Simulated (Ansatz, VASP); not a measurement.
**One calculation of AlP, two programs**

INCAR

```
SYSTEM = AlP
ALGO = Normal
EDIFF = 1E-6
ENCUT = 500
GGA = PE
GGA_COMPAT = .False.
ISIF = 2
ISMEAR = -1
IVDW = 12
LASPH = .True.
LCHARG = .True.
LELF = .True.
LREAL = .False.
LVHAR = .True.
LWAVE = .False.
NBANDS = 11
NELM = 120
PREC = Accurate
SIGMA = 0.01
```

The input KPOINTS:

```
k-points
0
Gamma
  6 6 6
  0 0 0
```

The input POSCAR:

```
AlP
1.0
    0.0000000000      2.7072075025      2.7072075025
    2.7072075025      0.0000000000      2.7072075025
    2.7072075025      2.7072075025      0.0000000000
Al P
1 1
Direct
    0.0000000000      0.0000000000      0.0000000000
    0.2500000000      0.2500000000      0.2500000000
```

Input for Ansatz:

```yaml
crystal:
  lattice:
    - [0.0, 2.7072075025276967, 2.7072075025276967]
    - [2.7072075025276967, 0.0, 2.7072075025276967]
    - [2.7072075025276967, 2.7072075025276967, 0.0]
  atoms:
    - { symbol: Al, position: [0.0, 0.0, 0.0] }
    - { symbol: P, position: [0.25, 0.25, 0.25] }
basis:
  ecutwfc: 517.016338673772
kpoints:
  mp_grid:
    grid: [6, 6, 6]
hamiltonian:
  xc: pbe
  dispersion: d3bj
  pseudopotentials:
    kind: paw
scf:
  occupations:
    method: fermi_dirac
    width: 0.01
output:
  stress: true
```

Alike in both runs: task single point; functional PBE; dispersion D3(BJ); k mesh 6 × 6 × 6; occupations fermi-dirac, width 0.01 eV; no spin polarisation.

|  | VASP | Ansatz |
| --- | --- | --- |
| version | VASP 6.6.1 | Ansatz 0.2.0 |
| potentials or method | VASP PAW PBE potentials, release 64 (Al, P), cutoff 500 eV | plane waves, PAW |
| valence electrons in the cell | 8 | 8 |

VASP gave:

```
pressure (GPa) : 1.9
```

Q: Estimate Ansatz's values.

A: Pressure (GPa): 2.0.
